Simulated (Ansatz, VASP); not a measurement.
**Li2ZnO2: VASP beside Ansatz**

```
Li Zn O
1.0
     5.61356    0.00000    0.00000
     0.00000    5.61356    0.00000
     0.00000    0.00000    2.92416
Li Zn O
4 2 4
Direct
  0.63522 0.13522 0.50000
  0.36478 0.86478 0.50000
  0.13522 0.36478 0.50000
  0.86478 0.63522 0.50000
  0.50000 0.50000 0.00000
  0.00000 0.00000 0.00000
  0.18590 0.68590 0.00000
  0.81410 0.31410 0.00000
  0.68590 0.81410 0.00000
  0.31410 0.18590 0.00000
```

Change from the starting cell: species swapped into the LiNd2Si2 type (P4/mbm, No. 127).

Alike in both runs: functional PBE; k mesh 6 × 6 × 12; occupations gaussian, width 0.01 eV; no spin polarisation.

Ansatz relaxed the structure, and its values are those at the end. VASP's run is a single point on that final structure, the one shown.

|  | VASP | Ansatz |
| --- | --- | --- |
| version | VASP 6.6.1 | Ansatz 0.2.0 |
| potentials or method | VASP PAW PBE potentials, release 64 (Li_sv, Zn, O), cutoff 520 eV | scalar-relativistic, plane waves, PAW |
| valence electrons in the cell | 60 | 60 |

```csv
,VASP,Ansatz,Ansatz less VASP
gap on the k mesh at the Fermi level (eV),0.05,0.06,+0.014
least direct gap on the mesh (eV),0.05,0.06,+0.014
rms of the force components (eV/Å),0.011,0.001,-0.0109
```

Noted on VASP's run: the cutoff is under 1.25 times that of the potentials, so the pressure is a little rough.
